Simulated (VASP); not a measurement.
Here is a VASP 6.6.1 calculation.

POSCAR

```
GaN
1.0
    2.6955547957      0.0000000000      0.0000000000
    0.0000000000      2.6955547957      0.0000000000
    0.0000000000      0.0000000000      2.6955547957
Ga N
1 1
Direct
    0.0000000000      0.0000000000      0.0000000000
    0.5000000000      0.5000000000      0.5000000000
```

File INCAR.step1:

```
SYSTEM = GaN
ALGO = Normal
EDIFF = 1E-4
ENCUT = 520
GGA = PE
ISMEAR = -1
LASPH = .TRUE.
LCHARG = .FALSE.
LREAL = .FALSE.
LWAVE = .TRUE.
NBANDS = 16
NELM = 80
PREC = Accurate
SIGMA = 0.02
```

INCAR.step2

```
SYSTEM = GaN
ALGO = Normal
EDIFF = 1E-6
ENCUT = 520
ISIF = 2
ISMEAR = -1
ISTART = 1
LASPH = .TRUE.
LCHARG = .TRUE.
LELF = .TRUE.
LMIXTAU = .TRUE.
LREAL = .FALSE.
LVHAR = .TRUE.
LWAVE = .FALSE.
METAGGA = R2SCAN
NBANDS = 16
NELM = 80
PREC = Accurate
SIGMA = 0.02
```

Contents of KPOINTS:

```
k-points
0
G
  6 6 6
  0 0 0
```

Potentials or basis: VASP PAW PBE potentials, release 64 (Ga_d, N).

The run is started by

```sh
$ cat potpaw_PBE.64/Ga_d/POTCAR potpaw_PBE.64/N/POTCAR > POTCAR
$ cp INCAR.step1 INCAR
$ mpirun -np 1 vasp_std > vasp.out
$ cp INCAR.step2 INCAR
$ mpirun -np 1 vasp_std > vasp.out
```

**Question.** Predict the band gap on the k mesh.

**Answer.** Zero (band 9 reaches 8.39 eV, above the bottom of band 10 at 6.90 eV).

**Question.** Predict the pressure.

**Answer.** 1.0 GPa.

Caveat: the k points lie up to 0.39 Å⁻¹ apart; the PAW data sets were made with another functional, which shifts forces and pressure a little.
